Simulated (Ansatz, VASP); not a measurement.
**Ge in VASP and in Ansatz**

```
Ge
1.0
     0.00000    2.77958    2.77958
     2.77958    0.00000    2.77958
     2.77958    2.77958    0.00000
Ge
2
Direct
  0.00000 0.00000 0.00000
  0.25000 0.25000 0.25000
```

Alike in both runs: task single point; functional r2SCAN; k mesh 12 × 12 × 12; occupations gaussian, width 0.02 eV; no spin polarisation.

|  | VASP | Ansatz |
| --- | --- | --- |
| version | VASP 6.6.1 | Ansatz 0.2.0 |
| potentials or method | VASP PAW PBE potentials, release 64 (Ge_d), cutoff 520 eV | scalar-relativistic, plane waves, PAW |
| valence electrons in the cell | 28 | 28 |

Ansatz gave:

```
gap on the k mesh at the Fermi level (eV) : 0.65
least direct gap on the mesh (eV)         : 0.97
pressure (GPa)                            : 5.1
```

Question: Which values does VASP return?

Answer: gap on the k mesh at the Fermi level (eV): 0.62; least direct gap on the mesh (eV): 0.92; pressure (GPa): 5.2.

VASP's potentials were made for PBE, not for r2SCAN.
